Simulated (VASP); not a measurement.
**Ge: relaxation of cell and atoms with r2SCAN+D4**

Crystal: Ge.

```
Ge
1.0
     4.00068    0.00000    0.00000
     2.00034    3.46469    0.00000
     2.00034    1.15490    3.26654
Ge
2
Direct
  0.00000 0.00000 0.00000
  0.25000 0.25000 0.25000
```

* Program: VASP 6.6.1
* Task: relaxation of cell and atoms
* Functional: r2SCAN
* Dispersion: D4
* Potentials or basis: VASP PAW PBE potentials, release 64 (Ge_d)
* Cutoff: 550 eV
* k mesh: 6 × 6 × 6
* Occupations: gaussian, width 0.01 eV
* Spin: no spin polarisation
* Dipole correction: no
* Further INCAR settings: ALGO = Normal; EDIFF = 1e-07; IBRION = 2; EDIFFG = -0.01; NSW = 80; ISIF = 3

```json
{"Pressure after relaxing": "-0.1 GPa", "Band gap on the k mesh": "0.41 eV", "Dispersion energy per atom": "-0.112 eV"}
```

Final structure:
```
CELL_PARAMETERS angstrom
4.00068 0.00000 0.00000
2.00034 3.46469 0.00000
2.00034 1.15490 3.26654
ATOMIC_POSITIONS crystal
Ge 0.00000 0.00000 0.00000
Ge 0.25000 0.25000 0.25000
```

Levels at points of the mesh, in eV from the valence-band top:
```tsv
k point	band 11	band 12	band 13	band 14	band 15	band 16	band 17	band 18
(0.00, 0.00, 0.00)	-13.30	0.00	0.00	0.00	0.41	2.71	2.71	2.71
(0.50, 0.00, 0.00)	-11.11	-7.87	-1.48	-1.48	0.44	4.00	4.00	7.65
(0.50, 0.50, 0.00)	-9.22	-9.22	-3.23	-3.23	0.97	0.97	10.11	10.11
```

Wall time 62 s on 1 thread of Intel(R) Xeon(R) 6975P-C (Granite Rapids), with other jobs on the host, peak memory 0.18 GiB.

Caveat: the relaxation stopped at its first step, so nothing moved; the PAW data sets were made with another functional, which shifts forces and pressure a little. r2SCAN opens gaps a little over a GGA but as a rule still falls short of measured ones.
